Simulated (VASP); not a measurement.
The system is FeCuSO.

```
CELL_PARAMETERS angstrom
3.82190 0.00000 0.00000
0.00000 3.82190 0.00000
0.00000 0.00000 8.64500
ATOMIC_POSITIONS crystal
Fe 0.50000 0.50000 0.00000
Fe 0.00000 0.00000 0.00000
Cu 0.00000 0.00000 0.50000
Cu 0.50000 0.50000 0.50000
S 0.50000 0.00000 0.34420
S 0.00000 0.50000 0.65580
O 0.50000 0.00000 0.92560
O 0.00000 0.50000 0.07440
```

Base run:

- Program: VASP 6.6.1
- Functional: PBE
- Potentials or basis: VASP PAW PBE potentials, release 64 (Fe, Cu, S, O)
- Cutoff: 520 eV
- k mesh: 7 × 7 × 4
- Occupations: fermi-dirac, width 0.05 eV
- Spin: collinear spin, ferromagnetic start
- Starting moments: [4.0, 4.0, 0.0, 0.0, 0.0, 0.0, 0.0, 0.0] μB

Its results: pressure -1.2 GPa; net moment 8.65 μB per cell; site moments Fe +3.65; Cu +0.06; S +0.07; O +0.36 μB.

Question: The run is repeated on the same cell with these changes: further incar settings from ALGO = Normal; EDIFF = 1e-07; NBANDS = 45 to ALGO = Normal; EDIFF = 1e-06; NBANDS = 45; hubbard terms from none to Fe d U = 4.0 eV. What comes out?

Answer: Pressure 0.0 GPa; net moment 8.50 μB per cell; site moments Fe +3.90; Cu +0.01; S +0.02; O +0.23 μB.

Caveats: only a ferromagnetic start was run, and an antiferromagnetic order may lie lower in energy.
